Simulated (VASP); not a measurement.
A run of VASP 6.6.1 is set up as follows.

The input INCAR:

```
ALGO = Normal
EDIFF = 1E-7
ENCUT = 520
GGA = PE
ISIF = 2
ISMEAR = 0
LASPH = True
LCHARG = False
LREAL = False
LWAVE = False
NBANDS = 16
NELM = 60
PREC = Accurate
SIGMA = 0.1
```

The input KPOINTS:

```
k-points
0
Gamma
  24 24 8
```

POSCAR

```
SiC3
1.0
    2.5113354428      0.0000000000      0.0000000000
   -1.2556677214      2.1748802909      0.0000000000
    0.0000000000      0.0000000000      6.7202591460
Si C
1 3
Direct
    0.6666666667      0.3333333333      0.5000000000
    0.3333333333      0.6666666667      0.8721176333
    0.3333333333      0.6666666667      0.1278823667
    0.6666666667      0.3333333333      0.0000000000
```

Potentials or basis: VASP PAW PBE potentials, release 64 (Si, C).

Command:

```console
$ cat potpaw_PBE.64/Si/POTCAR potpaw_PBE.64/C/POTCAR > POTCAR
$ mpirun -np 1 vasp_std > vasp.out
```

(1) Predict the largest force.

(2) Estimate the band gap on the k mesh.

(3) Predict the pressure.

Answers

(1) 0.039 eV/Å.

(2) zero (bands 8 and 9 overlap by 5.90 eV).

(3) 0.2 GPa.
